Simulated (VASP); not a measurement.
# As6H in VASP: further runs

As6H is run at these levels: PBE+D3(BJ); tasks: single point.

Everything below comes from runs of VASP 6.6.1. Logs are shortened: lines on timing, memory, paths and dates and some standing lists are left out, and cuts for length are marked.

## (1) The cell of the first run

The cell holds a slab with vacuum, 7 atoms: a = 3.783 Å, b = 3.783 Å, c = 27.025 Å, α = 90.00°, β = 90.00°, γ = 120.00°.

## (2) Single point, PBE+D3(BJ)

Input file INCAR:

```
PREC = Accurate
ENCUT = 520
EDIFF = 1E-6
ISMEAR = 0
SIGMA = 0.1
LREAL = False
LASPH = True
NELM = 100
ALGO = Normal
ISIF = 2
LWAVE = False
LCHARG = True
LDIPOL = True
IDIPOL = 3
DIPOL = 0.5 0.5 0.492
GGA = PE
IVDW = 12
LELF = True
LVHAR = True
LVACPOTAV = True
NBANDS = 24
```

Input file KPOINTS:

```
regular mesh
0
Gamma
  9 9 1
```

Input file POSCAR:

```
As6H
1.0
    3.7828824949      0.0000000000      0.0000000000
   -1.8914412475      3.2760723401      0.0000000000
    0.0000000000      0.0000000000     27.0246822174
As H
6 1
Direct
    0.3333333333      0.6666666667      0.3145272877
    0.6666666667      0.3333333333      0.3621548853
    0.0000000000      0.0000000000      0.4391829909
    0.3333333333      0.6666666667      0.4879483460
    0.6666666667      0.3333333333      0.5613606219
    0.0000000000      0.0000000000      0.6087652113
    0.0000000000      0.0000000000      0.6675471680
```

Potentials or basis: VASP PAW PBE potentials, release 64 (As, H).

Started as:

```bash
$ cat potpaw_PBE.64/As/POTCAR potpaw_PBE.64/H/POTCAR > POTCAR
$ mpirun -np 1 vasp_std > vasp.out
```

OUTCAR:

```text
PREC = Accurate
   ENCUT = 520
   EDIFF = 1E-6
   ISMEAR = 0
   LREAL = False
   LASPH = True
   NELM = 100
   ISIF = 2
   GGA = PE
   IVDW = 12
 IVDW          = 12

 ion  position               nearest neighbor table
   1  0.333  0.667  0.315-   2 2.54   2 2.54   2 2.54
   2  0.667  0.333  0.362-   1 2.54   1 2.54   1 2.54
   3  0.000  0.000  0.439-   4 2.55   4 2.55   4 2.55
   4  0.333  0.667  0.488-   3 2.55   3 2.55   3 2.55
   5  0.667  0.333  0.561-   6 2.53   6 2.53   6 2.53
   6  0.000  0.000  0.609-   7 1.59   5 2.53   5 2.53   5 2.53
   7  0.000  0.000  0.668-   6 1.59

  LATTYP: Found a hexagonal cell.
 ALAT       =     3.7828824949
 C/A-ratio  =     7.1439391136

  Lattice vectors:

 A1 = (   3.7828824949,   0.0000000000,   0.0000000000)
 A2 = (  -1.8914412475,   3.2760723401,   0.0000000000)
 A3 = (   0.0000000000,   0.0000000000,  27.0246822174)

Analysis of symmetry for initial positions (statically):
=====================================================================
 Subroutine PRICEL returns:
 Original cell was already a primitive cell.

 Routine SETGRP: Setting up the symmetry group for a
 hexagonal supercell.

 Subroutine GETGRP returns: Found  6 space group operations
 (whereof  6 operations were pure point group operations)
 out of a pool of 24 trial point group operations.

The static configuration has the point symmetry C_3v.

Analysis of symmetry for dynamics (positions and initial velocities):
=====================================================================
 Subroutine PRICEL returns:
 Original cell was already a primitive cell.

 Routine SETGRP: Setting up the symmetry group for a
 hexagonal supercell.

 Subroutine GETGRP returns: Found  6 space group operations
 (whereof  6 operations were pure point group operations)
 out of a pool of 24 trial point group operations.

The dynamic configuration has the point symmetry C_3v.

 Subroutine INISYM returns: Found  6 space group operations
 (whereof  6 operations are pure point group operations),
 and found     1 'primitive' translations

----------------------------------------------------------------------------------------

                                     Primitive cell

  volume of cell :     334.9168

  direct lattice vectors                    reciprocal lattice vectors
     3.782882495  0.000000000  0.000000000     0.264348682  0.152621782  0.000000000
    -1.891441247  3.276072340  0.000000000     0.000000000  0.305243565  0.000000000
     0.000000000  0.000000000 27.024682217     0.000000000  0.000000000  0.037003210

  length of vectors
     3.782882495  3.782882495 27.024682217     0.305243565  0.305243565  0.037003210

  position of ions in fractional coordinates (direct lattice)
     0.333333333  0.666666667  0.314527288
     0.666666667  0.333333333  0.362154885
     0.000000000  0.000000000  0.439182991
     0.333333333  0.666666667  0.487948346
     0.666666667  0.333333333  0.561360622
     0.000000000  0.000000000  0.608765211
     0.000000000  0.000000000  0.667547168

  ion indices of the primitive-cell ions
   primitive index   ion index
                 1           1
                 2           2
                 3           3
                 4           4
                 5           5
                 6           6
                 7           7

----------------------------------------------------------------------------------------

 KPOINTS: regular mesh

Automatic generation of k-mesh.
 Grid dimensions read from file:
 generate k-points for:    9    9    1

 Generating k-lattice:

  Cartesian coordinates                     Fractional coordinates (reciprocal lattice)
     0.029372076  0.016957976  0.000000000     0.111111111  0.000000000  0.000000000
     0.000000000  0.033915952  0.000000000     0.000000000  0.111111111  0.000000000
     0.000000000  0.000000000  0.037003210     0.000000000  0.000000000  1.000000000

  Length of vectors
     0.033915952  0.033915952  0.037003210

  Shift w.r.t. Gamma in fractional coordinates (k-lattice)
     0.000000000  0.000000000  0.000000000

 Subroutine IBZKPT returns following result:
 ===========================================

 Found     12 irreducible k-points:

 Following reciprocal coordinates:
            Coordinates               Weight
  0.000000  0.000000  0.000000      1.000000
  0.111111  0.000000  0.000000      6.000000
  0.222222 -0.000000  0.000000      6.000000
  0.333333  0.000000  0.000000      6.000000
  0.444444 -0.000000  0.000000      6.000000
  0.111111  0.111111  0.000000      6.000000
  0.222222  0.111111  0.000000     12.000000
  0.333333  0.111111  0.000000     12.000000
  0.444444  0.111111  0.000000      6.000000
  0.222222  0.222222  0.000000      6.000000
  0.333333  0.222222  0.000000     12.000000
  0.333333  0.333333  0.000000      2.000000
   k-points           NKPTS =     12   k-points in BZ     NKDIM =     12   number of bands    NBANDS=     24
   number of dos      NEDOS =    301   number of ions     NIONS =      7
   total plane-waves  NPLWV = 164640
   dimension x,y,z NGX =    28 NGY =   28 NGZ =  210
   dimension x,y,z NGXF=    56 NGYF=   56 NGZF=  420
   ions per type =               6   1
   NGX,Y,Z   is equivalent  to a cutoff of  12.31, 12.31, 12.92 a.u.
   NGXF,Y,Z  is equivalent  to a cutoff of  24.61, 24.61, 25.84 a.u.
 SYSTEM =  unknown system
   PREC   = accura    normal or accurate (medium, high low for compatibility)
   ISTART =      0    job   : 0-new  1-cont  2-samecut
   ICHARG =      2    charge: 1-file 2-atom 10-const
   ISPIN  =      1    spin polarized calculation?
   LNONCOLLINEAR =      F non collinear calculations
   LSORBIT =      F    spin-orbit coupling
   LASPH  =      T    aspherical Exc in radial PAW
   ENCUT  =  520.0 eV  38.22 Ry    6.18 a.u.   7.03  7.03 50.25*2*pi/ulx,y,z
   NELM   =    100;   NELMIN=  2; NELMDL= -5     # of ELM steps
   EDIFF  = 0.1E-05   stopping-criterion for ELM
   LREAL  =      F    real-space projection
   EDIFFG = 0.1E-04   stopping-criterion for IOM
   NSW    =      0    number of steps for IOM
   IBRION =     -1    ionic relax: 0-MD 1-quasi-New 2-CG
   NFREE  =      0    steps in history (QN), initial steepest desc. (CG)
   ISIF   =      2    stress and relaxation
   ISYM   =      2    0-nonsym 1-usesym 2-fastsym
   POTIM  = 0.5000    time-step for ionic-motion
   TEBEG  =    0.0;   TEEND  =   0.0 temperature during run
   PSTRESS=    0.0 pullay stress
   NELECT =      31.0000    total number of electrons
   NUPDOWN=      -1.0000    fix difference up-down
   EMIN   =  10.00;   EMAX   =-10.00  energy-range for DOS
   EFERMI =   0.00;   METHOD = LEGACY
   ISMEAR =     0;   SIGMA  =   0.10  broadening in eV -4-tet -1-fermi 0-gaus
   EFERMI_NEDOS =   21; number of points for ismear=-14 and -15
   IALGO  =     38    algorithm
   IMIX   =      4    mixing-type and parameters
     AMIX     =   0.40;   BMIX     =  1.00
     AMIX_MAG =   1.60;   BMIX_MAG =  1.00
  volume/ion in A,a.u.               =      47.85       322.88
  Fermi-wavevector in a.u.,A,eV,Ry     =   0.740542  1.399422  7.461470  0.548403
  Thomas-Fermi vector in A             =   1.834969
   LORBIT       =      0    0 simple, 1 ext, 2 COOP (PROOUT), +10 PAW based schemes
   GGA     = PE    functional components
   LHFCALC =     F    Hartree Fock is set to
   AEXX    =    0.0000 exact exchange contribution
   IVDW    =    12    specifies the selected vdW correction
   LEPSILON=     F    determine dielectric tensor
   LRPA    =     F    only Hartree local field effects (RPA)
 non-spin polarized calculation
 Gauss-broadening in eV      SIGMA  =   0.10
  energy-cutoff  :      520.00
  volume of cell :      334.92
 maximum number of plane-waves:      9073
   NGX = 15   NGY = 15   NGZ =101

 dipolmoment           0.000000      0.000000      0.176048 electrons x Angstroem

 number of electron      30.9999999 magnetization

 dipolmoment           0.000000      0.000000     -0.068819 electrons x Angstroem

 Free energy of the ion-electron system (eV)
  ---------------------------------------------------
  ext. energy  EPLUGINS =         0.00000000
  ---------------------------------------------------
  free energy    TOTEN  =       -29.85196216 eV

  energy without entropy =      -29.81404660  energy(sigma->0) =      -29.83300438

 E-fermi :  -0.0980     XC(G=0):  -4.5184

 val. band max:       -0.1047877978   @ k =   0.2222  -0.0000   0.0000
 cond. band min:      -0.0710089317   @ k =   0.3333   0.2222   0.0000
 fundamental gap:      0.0337788661
 Fermi energy:        -0.0980005381

 k-point     1 :       0.0000    0.0000    0.0000
  band No.  band energies     occupation
      1     -15.4261      2.00000
      2     -14.7234      2.00000
      3     -13.9520      2.00000
      4     -10.5897      2.00000
      5      -8.9337      2.00000
      6      -7.0575      2.00000
[... 16 lines left out ...]
     23       2.0467      0.00000
     24       2.4760      0.00000

 k-point     2 :       0.1111    0.0000    0.0000
  band No.  band energies     occupation
      1     -15.2783      2.00000
      2     -14.5787      2.00000
      3     -13.8148      2.00000
      4     -10.5442      2.00000
      5      -8.9506      2.00000
      6      -7.2627      2.00000
[... 16 lines left out ...]
     23       2.4740      0.00000
     24       2.7953      0.00000

 k-point     3 :       0.2222   -0.0000    0.0000
  band No.  band energies     occupation
      1     -14.8419      2.00000
      2     -14.1531      2.00000
      3     -13.4169      2.00000
      4     -10.4986      2.00000
      5      -9.1384      2.00000
      6      -7.9972      2.00000
[... 16 lines left out ...]
     23       2.9742      0.00000
     24       3.4760      0.00000
[... 190 lines left out ...]
 k-point    11 :       0.3333    0.2222    0.0000
  band No.  band energies     occupation
      1     -12.9480      2.00000
      2     -12.3194      2.00000
      3     -11.9129      2.00000
      4     -11.5467      2.00000
      5     -10.8367      2.00000
      6     -10.4489      2.00000
[... 16 lines left out ...]
     23       4.2472      0.00000
     24       4.4990      0.00000

 k-point    12 :       0.3333    0.3333    0.0000
  band No.  band energies     occupation
      1     -12.3964      2.00000
      2     -11.9962      2.00000
      3     -11.5697      2.00000
      4     -11.4891      2.00000
      5     -11.4073      2.00000
      6     -11.1034      2.00000
[... 16 lines left out ...]
     23       4.8764      0.00000
     24       5.1594      0.00000

------------------------ aborting loop because EDIFF is reached ----------------------------------------

 Edisp (eV)   -2.11489

 E8    (eV) :    -0.9163

  FORCE on cell =-STRESS in cart. coord.  units (eV):
  Direction    XX          YY          ZZ          XY          YZ          ZX
  --------------------------------------------------------------------------------------
  -------------------------------------------------------------------------------------
  Total       1.22905     1.22905     0.51875    -0.00000     0.00000     0.00000
  in kB       5.87953     5.87953     2.48160    -0.00000     0.00000     0.00000
  external pressure =        4.75 kB  Pullay stress =        0.00 kB

 VOLUME and BASIS-vectors are now :
 -----------------------------------------------------------------------------
  energy-cutoff  :      520.00
  volume of cell :      334.92
      direct lattice vectors                 reciprocal lattice vectors
     3.782882495  0.000000000  0.000000000     0.264348682  0.152621782  0.000000000
    -1.891441247  3.276072340  0.000000000     0.000000000  0.305243565  0.000000000
     0.000000000  0.000000000 27.024682217     0.000000000  0.000000000  0.037003210

 POSITION                                       TOTAL-FORCE (eV/Angst)
 -----------------------------------------------------------------------------------
     -0.00000      2.18405      8.50000         0.000000     -0.000000     -0.232303
      1.89144      1.09202      9.78712         0.000000      0.000000      0.239762
      0.00000      0.00000     11.86878         0.000000      0.000000     -0.053648
     -0.00000      2.18405     13.18665        -0.000000      0.000000      0.032929
      1.89144      1.09202     15.17059        -0.000000     -0.000000     -0.045464
      0.00000      0.00000     16.45169         0.000000      0.000000     -0.002495
      0.00000      0.00000     18.04025         0.000000      0.000000      0.061220
 -----------------------------------------------------------------------------------
    total drift:                                0.000000      0.000000     -0.000117

  FREE ENERGIE OF THE ION-ELECTRON SYSTEM (eV)
  ---------------------------------------------------
  free  energy   TOTEN  =       -31.9668528428 eV

  energy  without entropy=      -31.9289372844  energy(sigma->0) =      -31.94789506

 vacuum level on the upper side and lower side of the slab         3.304         4.311
```

Run time: 4.6 min. Hardware: 1 thread of AMD EPYC 7R43 (Zen 3), shared host; peak memory 0.37 GiB.

What came out:

```yaml
Free_energy: -31.9669 eV
Largest_force: 0.240 eV/Å
Band_gap_on_the_k_mesh: zero (an odd number of electrons rules out a gap without spin polarisation)
Dispersion_energy_per_atom: -0.302 eV
```

Forces on the atoms (eV/Å):
```
As   0.000  0.000 -0.232
As   0.000  0.000  0.240
As   0.000  0.000 -0.054
As   0.000  0.000  0.033
As   0.000  0.000 -0.045
As   0.000  0.000 -0.002
H    0.000  0.000  0.061
```

Levels at points of the mesh, in eV from the Fermi level:
```
           k point  band 14  band 15  band 16  band 17  band 18  band 19
(0.00, 0.00, 0.00)    -1.74    -0.97    -0.39     0.42     0.42     1.44
```

## (3) Single point, PBE+D3(BJ)

Input file INCAR:

```
PREC = Accurate ; ENCUT = 520
EDIFF = 1E-6 ; ISMEAR = 0
SIGMA = 0.1 ; LREAL = F
LASPH = T ; NELM = 100
ALGO = Normal ; ISIF = 2
LWAVE = F ; LCHARG = F
LDIPOL = T ; IDIPOL = 3
DIPOL = 0.5 0.5 0.486 ; GGA = PE
IVDW = 12 ; NBANDS = 24
```

KPOINTS is that of step 2.

Input file POSCAR:

```
As6H
1.0
    3.7828824949      0.0000000000      0.0000000000
   -1.8914412475      3.2760723401      0.0000000000
    0.0000000000      0.0000000000     27.0246822174
As H
6 1
Direct
    0.3333333333      0.6666666667      0.3145272877
    0.6666666667      0.3333333333      0.3621548853
    0.0000000000      0.0000000000      0.4391829909
    0.3333333333      0.6666666667      0.4877476049
    0.6666666667      0.3333333333      0.5578698615
    0.0000000000      0.0000000000      0.6093364152
    0.3333333333      0.6666666667      0.6281434770
```

Potentials or basis: VASP PAW PBE potentials, release 64 (As, H).

Started as:

```bash
$ cat potpaw_PBE.64/As/POTCAR potpaw_PBE.64/H/POTCAR > POTCAR
$ mpirun -np 1 vasp_std > vasp.out
```

OUTCAR:

```text
PREC = Accurate
   ENCUT = 520
   EDIFF = 1E-6
   ISMEAR = 0
   LREAL = F
   LASPH = T
   NELM = 100
   ISIF = 2
   GGA = PE
   IVDW = 12
 IVDW          = 12

 ion  position               nearest neighbor table
   1  0.333  0.667  0.315-   2 2.54   2 2.54   2 2.54
   2  0.667  0.333  0.362-   1 2.54   1 2.54   1 2.54
   3  0.000  0.000  0.439-   4 2.55   4 2.55   4 2.55
   4  0.333  0.667  0.488-   3 2.55   3 2.55   3 2.55   5 2.89   5 2.89   5 2.89
   5  0.667  0.333  0.558-   6 2.59   6 2.59   6 2.59   4 2.89   4 2.89   4 2.89
   6  0.000  0.000  0.609-   5 2.59   5 2.59   5 2.59
   7  0.333  0.667  0.628-
[... 529 lines left out ...]
  Total      -2.75763    -2.75763     0.52149     0.00000    -0.00000    -0.00000
  in kB     -13.19195   -13.19195     2.49471     0.00000    -0.00000    -0.00000
  external pressure =       -7.96 kB  Pullay stress =        0.00 kB

 VOLUME and BASIS-vectors are now :
 -----------------------------------------------------------------------------
  energy-cutoff  :      520.00
  volume of cell :      334.92
      direct lattice vectors                 reciprocal lattice vectors
     3.782882495  0.000000000  0.000000000     0.264348682  0.152621782  0.000000000
    -1.891441247  3.276072340  0.000000000     0.000000000  0.305243565  0.000000000
     0.000000000  0.000000000 27.024682217     0.000000000  0.000000000  0.037003210

 POSITION                                       TOTAL-FORCE (eV/Angst)
 -----------------------------------------------------------------------------------
     -0.00000      2.18405      8.50000         0.000000     -0.000000     -0.274892
      1.89144      1.09202      9.78712         0.000000     -0.000000      0.278828
      0.00000      0.00000     11.86878         0.000000     -0.000000     -0.077849
     -0.00000      2.18405     13.18122        -0.000000      0.000000      0.059765
      1.89144      1.09202     15.07626        -0.000000     -0.000000     -0.037420
      0.00000      0.00000     16.46712         0.000000     -0.000000      0.043161
     -0.00000      2.18405     16.97538         0.000000     -0.000000      0.008407
 -----------------------------------------------------------------------------------
    total drift:                               -0.000000      0.000000      0.000234

  FREE ENERGIE OF THE ION-ELECTRON SYSTEM (eV)
  ---------------------------------------------------
  free  energy   TOTEN  =       -31.9266404853 eV

  energy  without entropy=      -31.9017486891  energy(sigma->0) =      -31.91419459

 vacuum level on the upper side and lower side of the slab         3.900         3.565
```

OSZICAR:

```text
N       E                     dE             d eps       ncg     rms          rms(c)
DAV:   1     0.186643349259E+03    0.18664E+03   -0.10056E+04   576   0.944E+02
DAV:   2    -0.828964230585E+01   -0.19493E+03   -0.18666E+03   872   0.165E+02
DAV:   3    -0.292849140857E+02   -0.20995E+02   -0.20545E+02   760   0.601E+01
[... 17 lines left out ...]
DAV:  21    -0.297393603333E+02   -0.41232E-05   -0.34290E-07   560   0.130E-03    0.481E-04
DAV:  22    -0.297393623477E+02   -0.20144E-05   -0.90107E-08   552   0.820E-04    0.303E-04
DAV:  23    -0.297393644781E+02   -0.21304E-05   -0.64246E-08   488   0.714E-04    0.197E-04
DAV:  24    -0.297393659146E+02   -0.14365E-05   -0.60596E-08   544   0.597E-04    0.114E-04
DAV:  25    -0.297393668107E+02   -0.89615E-06   -0.32887E-08   528   0.446E-04
   1 F= -.31926640E+02 E0= -.31914195E+02  d E =-.248918E-01
```

stdout:

```text
POSCAR found type information on POSCAR AsH
 POSCAR found :  2 types and       7 ions
 scaLAPACK will be used
 LDA part: xc-table for (Slater+PW92), standard interpolation
 POSCAR, INCAR and KPOINTS ok, starting setup
 FFT: planning ... GRIDC
 FFT: planning ... GRID_SOFT
 FFT: planning ... GRID
 WAVECAR not read
 entering main loop
```

It took 5 min on 1 thread of AMD EPYC 7R43 (Zen 3), shared host; peak memory 0.37 GiB.

Results:

- Free energy: -31.9266 eV
- Largest force: 0.279 eV/Å
- Band gap on the k mesh: zero (an odd number of electrons rules out a gap without spin polarisation)
- Dispersion energy per atom: -0.312 eV

Forces in eV/Å, atoms in the order of the input:
```
As   0.000  0.000 -0.275
As   0.000  0.000  0.279
As   0.000  0.000 -0.078
As   0.000  0.000  0.060
As   0.000  0.000 -0.037
As   0.000  0.000  0.043
H    0.000  0.000  0.008
```
